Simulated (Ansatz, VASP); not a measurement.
## TiAl3: VASP beside Ansatz

Contents of INCAR:

```
SYSTEM = TiAl3
ALGO = Fast
EDIFF = 1E-6
ENCUT = 520
GGA = PE
ISIF = 2
ISMEAR = 0
LASPH = .True.
LCHARG = .False.
LREAL = .False.
LWAVE = .False.
NBANDS = 18
NELM = 60
PREC = Accurate
SIGMA = 0.15
```

The input KPOINTS:

```
k-points
0
Gamma
  14 14 14
  0 0 0
```

File POSCAR:

```
TiAl3
1.0
   -1.7110952925      2.1340626681      4.3111351100
    1.7110952925     -2.1340626681      4.3111351100
    1.7110952925      2.1340626681     -4.3111351100
Ti Al
1 3
Direct
    0.0000000000      0.0000000000      0.0000000000
    0.5000000000      0.5000000000      0.0000000000
    0.7500000000      0.2500000000      0.5000000000
    0.2500000000      0.7500000000      0.5000000000
```

Input for Ansatz:

```yaml
crystal:
  lattice:
    - [-1.7110952925, 2.1340626681, 4.31113511]
    - [1.7110952925, -2.1340626681, 4.31113511]
    - [1.7110952925, 2.1340626681, -4.31113511]
  atoms:
    - { symbol: Ti, position: [0.0, 0.0, 0.0] }
    - { symbol: Al, position: [0.5, 0.5, 0.0] }
    - { symbol: Al, position: [0.75, 0.25, 0.5] }
    - { symbol: Al, position: [0.25, 0.75, 0.5] }
basis:
  ecutwfc: 520.0
kpoints:
  mp_grid: { grid: [14, 14, 14] }
hamiltonian:
  xc: pbe
  pseudopotentials: { kind: paw, azcp: { folder: soft_1 } }
scf:
  occupations: { method: gaussian, width: 0.15 }
output:
  forces: true
  stress: true
  eigenvalues: true
```

Change from the starting cell: normal strain along x -0.1100, normal strain along y +0.1100.

Alike in both runs: task single point; functional PBE; k mesh 14 × 14 × 14; occupations gaussian, width 0.15 eV; no spin polarisation.

|  | VASP | Ansatz |
| --- | --- | --- |
| version | VASP 6.6.1 | Ansatz 0.2.0 |
| potentials or method | VASP PAW PBE potentials, release 64 (Ti_sv, Al), cutoff 520 eV | scalar-relativistic, plane waves, PAW |
| valence electrons in the cell | 21 | 21 |

```csv
,VASP,Ansatz,Ansatz less VASP
gap on the k mesh at the Fermi level (eV),none,none,-
pressure (GPa),1.9,1.8,-0.03
"traceless stress, the component that is largest in VASP (GPa)",-10.37,-10.35,+0.027
rms of the force components (eV/Å),0.055,0.055,+0.0005
```

Atom by atom the forces differ by 0.001 eV/Å (rms over components). A gap of «none» marks a metal or a gap that the smearing closes.
